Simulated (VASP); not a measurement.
# Zn7Cu2SiSe10 (P1) in VASP: single point with PBE

Aim: the single point of Zn7Cu2SiSe10 with PBE.

Program: VASP 6.6.1. These are calculated values, not measurements. Logs are shortened: lines on timing, memory, paths and dates and some standing lists are left out, and cuts for length are marked.

## Step 1: The cell of the first run

The typed cell holds 20 atoms: a = 6.951 Å, b = 6.947 Å, c = 10.638 Å, α = 83.97°, β = 70.98°, γ = 71.28°.

## Step 2: Single point, PBE

Input file INCAR:

```
PREC = Accurate
ENCUT = 520
EDIFF = 1E-7
ISMEAR = 0
SIGMA = 0.1
LREAL = Auto
LASPH = T
NELM = 100
ALGO = Normal
ISIF = 2
LWAVE = F
LCHARG = T
GGA = PE
LELF = T
LVHAR = T
ISYM = 0
NBANDS = 101
```

Input file KPOINTS:

```
Automatic mesh
0
Gamma
  2 2 2
  0.5 0.5 0.5
```

Input file POSCAR:

```
Zn7Cu2SiSe10
1.0
    2.8621895454      2.8660234093      5.6484232282
   -2.8612986083     -2.8621473793      5.6460397447
    8.5395007631     -5.6812475795      2.8223459310
Si Cu Zn Se
1 2 7 10
Direct
    0.7963876153      0.9967764699      0.4006565894
    0.3968084547      1.0022512889      0.2014271112
    0.7056006672      0.4965748936      0.5953558901
    0.1846881384      0.0144886273      0.6019766542
    0.1087153437      0.4961761721      0.8020326439
    0.5995850391      0.0101154644      0.8008589484
    1.0111285623      0.0061035993      1.0011755464
    0.2863584794      0.4880067696      0.4005825796
    0.4951449850      0.5058628164      0.9960478531
    0.9152929215      0.4858459294      0.2012171421
    0.5828295049      0.8700164311      0.5872482229
    0.4828638476      0.3813800753      0.7932670258
    0.9763590153      0.8747737730      0.8036363345
    0.3823011168      0.8786941248      1.0013627474
    0.7650616842      0.8760470812      0.2130039436
    0.6794320846      0.3556436483      0.4027519017
    0.1573307522      0.8820498253      0.3975511253
    0.0666792770      0.3821535618      0.6043551121
    0.8709554383      0.3803048239      1.0023453096
    0.2838996639      0.3688938875      0.1967698869
```

Potentials or basis: VASP PAW PBE potentials, release 64 (Si, Cu, Zn, Se).

Launch:

```bash
> cat potpaw_PBE.64/Si/POTCAR potpaw_PBE.64/Cu/POTCAR potpaw_PBE.64/Zn/POTCAR potpaw_PBE.64/Se/POTCAR > POTCAR
> mpirun -np 1 vasp_std > vasp.out
```

OUTCAR:

```text
PREC = Accurate
   ENCUT = 520
   EDIFF = 1E-7
   ISMEAR = 0
   LREAL = Auto
   LASPH = T
   NELM = 100
   ISIF = 2
   GGA = PE
   ISYM = 0

 ion  position               nearest neighbor table
   1  0.796  0.997  0.401-  11 2.34  15 2.34  16 2.36  17 2.37
   2  0.397  0.002  0.201-  20 2.41  14 2.42  15 2.47  17 2.47
   3  0.706  0.497  0.595-  12 2.41  18 2.41  16 2.44  11 2.46
   4  0.185  0.014  0.602-  18 2.42  13 2.47  17 2.53  11 2.58
   5  0.109  0.496  0.802-  12 2.44  18 2.46  19 2.47  13 2.49
   6  0.600  0.010  0.801-  12 2.44  14 2.46  13 2.49  11 2.61
[... 12 lines left out ...]
  19  0.871  0.380  0.002-  10 2.45   7 2.47   5 2.47   9 2.50
  20  0.284  0.369  0.197-   8 2.41  10 2.41   2 2.41   9 2.46

IMPORTANT INFORMATION: All symmetrisations will be switched off!
NOSYMM: (Re-)initialisation of all symmetry stuff for point group C_1.

----------------------------------------------------------------------------------------

                                     Primitive cell

  volume of cell :     459.8909

  direct lattice vectors                    reciprocal lattice vectors
     2.862189545  2.866023409  5.648423228     0.052183196  0.122398441  0.088492839
    -2.861298608 -2.862147379  5.646039745    -0.087366364 -0.087317712  0.088575817
     8.539500763 -5.681247579  2.822345931     0.070339070 -0.070281578  0.000018571

  length of vectors
     6.950604588  6.946702969 10.637917273     0.159798144  0.151996512  0.099433824

  position of ions in fractional coordinates (direct lattice)
     0.796387615  0.996776470  0.400656589
     0.396808455  0.002251289  0.201427111
     0.705600667  0.496574894  0.595355890
     0.184688138  0.014488627  0.601976654
     0.108715344  0.496176172  0.802032644
     0.599585039  0.010115464  0.800858948
[... 12 lines left out ...]
     0.870955438  0.380304824  0.002345310
     0.283899664  0.368893888  0.196769887

  ion indices of the primitive-cell ions
   primitive index   ion index
                 1           1
                 2           2
                 3           3
                 4           4
                 5           5
                 6           6
[... 12 lines left out ...]
                19          19
                20          20

----------------------------------------------------------------------------------------

 KPOINTS: Automatic mesh

Automatic generation of k-mesh.
 Grid dimensions read from file:
 generate k-points for:    2    2    2

 Generating k-lattice:

  Cartesian coordinates                     Fractional coordinates (reciprocal lattice)
     0.026091598  0.061199220  0.044246419     0.500000000  0.000000000  0.000000000
    -0.043683182 -0.043658856  0.044287908     0.000000000  0.500000000 -0.000000000
     0.035169535 -0.035140789  0.000009285    -0.000000000  0.000000000  0.500000000

  Length of vectors
     0.079899072  0.075998256  0.049716912

  Shift w.r.t. Gamma in fractional coordinates (k-lattice)
     0.500000000  0.500000000  0.500000000

 Subroutine IBZKPT returns following result:
 ===========================================

 Found      4 irreducible k-points:

 Following reciprocal coordinates:
            Coordinates               Weight
  0.250000  0.250000  0.250000      2.000000
 -0.250000  0.250000  0.250000      2.000000
  0.250000 -0.250000  0.250000      2.000000
 -0.250000 -0.250000  0.250000      2.000000
   k-points           NKPTS =      4   k-points in BZ     NKDIM =      4   number of bands    NBANDS=    101
   number of dos      NEDOS =    301   number of ions     NIONS =     20
   total plane-waves  NPLWV = 233280
   dimension x,y,z NGX =    54 NGY =   54 NGZ =   80
   dimension x,y,z NGXF=   108 NGYF=  108 NGZF=  160
   ions per type =               1   2   7  10
   NGX,Y,Z   is equivalent  to a cutoff of  12.92, 12.92, 12.50 a.u.
   NGXF,Y,Z  is equivalent  to a cutoff of  25.83, 25.85, 25.00 a.u.
 SYSTEM =  unknown system
   PREC   = accura    normal or accurate (medium, high low for compatibility)
   ISTART =      0    job   : 0-new  1-cont  2-samecut
   ICHARG =      2    charge: 1-file 2-atom 10-const
   ISPIN  =      1    spin polarized calculation?
   LNONCOLLINEAR =      F non collinear calculations
   LSORBIT =      F    spin-orbit coupling
   LASPH  =      T    aspherical Exc in radial PAW
   ENCUT  =  520.0 eV  38.22 Ry    6.18 a.u.  12.92 12.92 19.78*2*pi/ulx,y,z
   NELM   =    100;   NELMIN=  2; NELMDL= -5     # of ELM steps
   EDIFF  = 0.1E-06   stopping-criterion for ELM
   LREAL  =      T    real-space projection
   EDIFFG = 0.1E-05   stopping-criterion for IOM
   NSW    =      0    number of steps for IOM
   IBRION =     -1    ionic relax: 0-MD 1-quasi-New 2-CG
   NFREE  =      0    steps in history (QN), initial steepest desc. (CG)
   ISIF   =      2    stress and relaxation
   ISYM   =      0    0-nonsym 1-usesym 2-fastsym
   POTIM  = 0.5000    time-step for ionic-motion
   TEBEG  =    0.0;   TEEND  =   0.0 temperature during run
   PSTRESS=    0.0 pullay stress
   NELECT =     170.0000    total number of electrons
   NUPDOWN=      -1.0000    fix difference up-down
   EMIN   =  10.00;   EMAX   =-10.00  energy-range for DOS
   EFERMI =   0.00;   METHOD = LEGACY
   ISMEAR =     0;   SIGMA  =   0.10  broadening in eV -4-tet -1-fermi 0-gaus
   EFERMI_NEDOS =   21; number of points for ismear=-14 and -15
   IALGO  =     38    algorithm
   IMIX   =      4    mixing-type and parameters
     AMIX     =   0.40;   BMIX     =  1.00
     AMIX_MAG =   1.60;   BMIX_MAG =  1.00
  volume/ion in A,a.u.               =      22.99       155.17
  Fermi-wavevector in a.u.,A,eV,Ry     =   1.174914  2.220266 18.781803  1.380424
  Thomas-Fermi vector in A             =   2.311304
   LORBIT       =      0    0 simple, 1 ext, 2 COOP (PROOUT), +10 PAW based schemes
   GGA     = PE    functional components
   LHFCALC =     F    Hartree Fock is set to
   AEXX    =    0.0000 exact exchange contribution
   IVDW    =     0    specifies the selected vdW correction
   LEPSILON=     F    determine dielectric tensor
   LRPA    =     F    only Hartree local field effects (RPA)
 non-spin polarized calculation
 Gauss-broadening in eV      SIGMA  =   0.10
  energy-cutoff  :      520.00
  volume of cell :      459.89
 maximum number of plane-waves:     12386
 NGX is ok and might be reduce to    54
   NGX = 25   NGY = 25   NGZ = 39

 number of electron     170.0000024 magnetization

 Free energy of the ion-electron system (eV)
  ---------------------------------------------------
  ext. energy  EPLUGINS =         0.00000000
  ---------------------------------------------------
  free energy    TOTEN  =       -66.98738535 eV

  energy without entropy =      -66.98738535  energy(sigma->0) =      -66.98738535

 E-fermi :   2.6991     XC(G=0):  -9.2514

 val. band max:        2.1902066566   @ k =  -0.2500  -0.2500   0.2500
 cond. band min:       3.7004237158   @ k =  -0.2500  -0.2500   0.2500
 fundamental gap:      1.5102170593
 Fermi energy:         2.6990904133

 k-point     1 :       0.2500    0.2500    0.2500
  band No.  band energies     occupation
      1     -11.7308      2.00000
      2     -10.9091      2.00000
      3     -10.8677      2.00000
      4     -10.7982      2.00000
      5     -10.6993      2.00000
      6     -10.4122      2.00000
[... 89 lines left out ...]
     96       6.1091      0.00000
     97       6.4057      0.00000

 k-point     2 :      -0.2500    0.2500    0.2500
  band No.  band energies     occupation
      1     -11.6759      2.00000
      2     -10.9414      2.00000
      3     -10.8981      2.00000
      4     -10.8307      2.00000
      5     -10.6173      2.00000
      6     -10.4350      2.00000
[... 89 lines left out ...]
     96       6.5033      0.00000
     97       6.6443      0.00000

 k-point     3 :       0.2500   -0.2500    0.2500
  band No.  band energies     occupation
      1     -11.6827      2.00000
      2     -10.9570      2.00000
      3     -10.8441      2.00000
      4     -10.8316      2.00000
      5     -10.6350      2.00000
      6     -10.4357      2.00000
[... 89 lines left out ...]
     96       6.4890      0.00000
     97       6.6820      0.00000

 k-point     4 :      -0.2500   -0.2500    0.2500
  band No.  band energies     occupation
      1     -11.7218      2.00000
      2     -10.9668      2.00000
      3     -10.8712      2.00000
      4     -10.7979      2.00000
      5     -10.6323      2.00000
      6     -10.4508      2.00000
[... 89 lines left out ...]
     96       6.0323      0.00000
     97       6.3445      0.00000
 [bands above 97 left out]

------------------------ aborting loop because EDIFF is reached ----------------------------------------

  FORCE on cell =-STRESS in cart. coord.  units (eV):
  Direction    XX          YY          ZZ          XY          YZ          ZX
  --------------------------------------------------------------------------------------
  -------------------------------------------------------------------------------------
  Total        0.6205927      0.5675576      0.6079738     -0.0767814     -0.0326201      0.0651476
  in kB        2.1620333      1.9772685      2.1180715     -0.2674925     -0.1136427      0.2269626
  external PRESSURE =       2.0857911 kB  Pullay stress =       0.0000000 kB

 VOLUME and BASIS-vectors are now :
 -----------------------------------------------------------------------------
  energy-cutoff  :      520.00
  volume of cell :      459.89
      direct lattice vectors                 reciprocal lattice vectors
     2.862189545  2.866023409  5.648423228     0.052183196  0.122398441  0.088492839
    -2.861298608 -2.862147379  5.646039745    -0.087366364 -0.087317712  0.088575817
     8.539500763 -5.681247579  2.822345931     0.070339070 -0.070281578  0.000018571

 POSITION                                       TOTAL-FORCE (eV/Angst)
 -----------------------------------------------------------------------------------
      2.84874     -2.84668     11.25697        -0.020850      0.012514      0.009635
      2.84939     -0.01354      2.82255        -0.009260     -0.009499     -0.014248
      5.68276     -2.78137      8.46951         0.005513     -0.011322      0.001527
      5.62774     -2.93213      2.82399         0.006086      0.007703      0.003582
      5.74041     -5.66509      5.67911         0.006224      0.005798      0.001376
      8.52612     -2.86041      5.70412         0.002830     -0.006049     -0.007030
[... 12 lines left out ...]
      1.42470      1.39437      7.07336         0.004433      0.007375      0.008717
      1.43738     -1.36006      4.24173         0.003156     -0.000374     -0.001247
 -----------------------------------------------------------------------------------
    total drift:                               -0.012958      0.024714      0.007710

  FREE ENERGIE OF THE ION-ELECTRON SYSTEM (eV)
  ---------------------------------------------------
  free  energy   TOTEN  =       -66.9873853549 eV

  energy  without entropy=      -66.9873853549  energy(sigma->0) =      -66.98738535
```

It took 14 min on 1 thread of Intel Xeon 8259CL, shared host; peak memory 0.58 GiB.

Results:

| Item | Value |
| --- | --- |
| Free energy | -66.9874 eV |
| Pressure | 0.2 GPa |
| Largest force | 0.039 eV/Å |
| Band gap on the k mesh | 1.51 eV |

Forces in eV/Å, atoms in the order of the input:
```
Si  -0.021  0.013  0.010
Cu  -0.009 -0.009 -0.014
Cu   0.006 -0.011  0.002
Zn   0.006  0.008  0.004
Zn   0.006  0.006  0.001
Zn   0.003 -0.006 -0.007
Zn   0.029 -0.021 -0.017
Zn   0.004  0.010 -0.003
Zn   0.004 -0.003  0.000
Zn  -0.007 -0.009 -0.007
Se  -0.006  0.008 -0.001
Se  -0.012 -0.002  0.000
Se   0.004 -0.002  0.019
Se  -0.010  0.011  0.011
Se  -0.006  0.003  0.006
Se  -0.007  0.016 -0.006
Se   0.013 -0.018 -0.004
Se  -0.004 -0.001 -0.001
Se   0.004  0.007  0.009
Se   0.003  0.000 -0.001
```

Caveat: a shifted mesh leaves out Γ, where band edges can lie. A k mesh can miss the band edges.
